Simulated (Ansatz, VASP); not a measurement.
Two plane-wave programs on TePb

```
CELL_PARAMETERS angstrom
0.00000 3.26784 3.26784
3.26784 0.00000 3.26784
3.26784 3.26784 0.00000
ATOMIC_POSITIONS crystal
Te 0.50000 0.50000 0.50000
Pb 0.00000 0.00000 0.00000
```

Alike in both runs: functional r2SCAN; k mesh 14 × 14 × 14; occupations fermi-dirac, width 0.08 eV; no spin polarisation.

Ansatz relaxed the structure, and its values are those at the end. VASP's run is a single point on that final structure, the one shown.

|  | VASP | Ansatz |
| --- | --- | --- |
| version | VASP 6.6.1 | Ansatz 0.2.0 |
| potentials or method | VASP PAW PBE potentials, release 64 (Te, Pb_d) | PAW with Ansatz's default frozen-core files, scalar-relativistic |
| plane-wave cutoff (eV) | 520 | 500 |
| valence electrons in the cell | 20 | 30 |

```csv
,VASP,Ansatz,Ansatz less VASP
pressure (GPa),0.0,0.0,+0.01
```

VASP's potentials were made for PBE, not for r2SCAN. VASP's potentials hold 20 valence electrons a cell and Ansatz's 30, so a difference there can come from the potentials and not from the codes.

Neither program's run includes spin-orbit coupling.
